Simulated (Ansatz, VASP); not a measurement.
# One calculation of SiO3, two programs

```
Si O
1.0
     3.91043    0.00000    0.00000
     0.00000    3.91043    0.00000
     0.00000    0.00000    3.91043
Si O
2 6
Direct
  0.00000 0.00000 0.00000
  0.50000 0.50000 0.50000
  0.00000 0.75000 0.50000
  0.00000 0.25000 0.50000
  0.75000 0.50000 0.00000
  0.25000 0.50000 0.00000
  0.50000 0.00000 0.75000
  0.50000 0.00000 0.25000
```

Change from the starting cell: species swapped into the Nb3In type (Pm-3n, No. 223).

Alike in both runs: functional PBE; k mesh 4 × 4 × 4; occupations gaussian, width 0.2 eV; no spin polarisation.

Ansatz relaxed the structure, and its values are those at the end. VASP's run is a single point on that final structure, the one shown.

```csv
,VASP,Ansatz
version,VASP 6.6.1,Ansatz 0.2.0
potentials or method,"VASP PAW PBE potentials, release 64 (Si, O), cutoff 600 eV","scalar-relativistic, plane waves, PAW"
valence electrons in the cell,44,44
```

```csv
,VASP,Ansatz,Ansatz less VASP
gap on the k mesh at the Fermi level (eV),none,none,-
pressure (GPa),0.0,0.0,+0.01
```

A gap of «none» marks a metal or a gap that the smearing closes.

The k mesh is coarse, so the values compare programs but aren't converged.
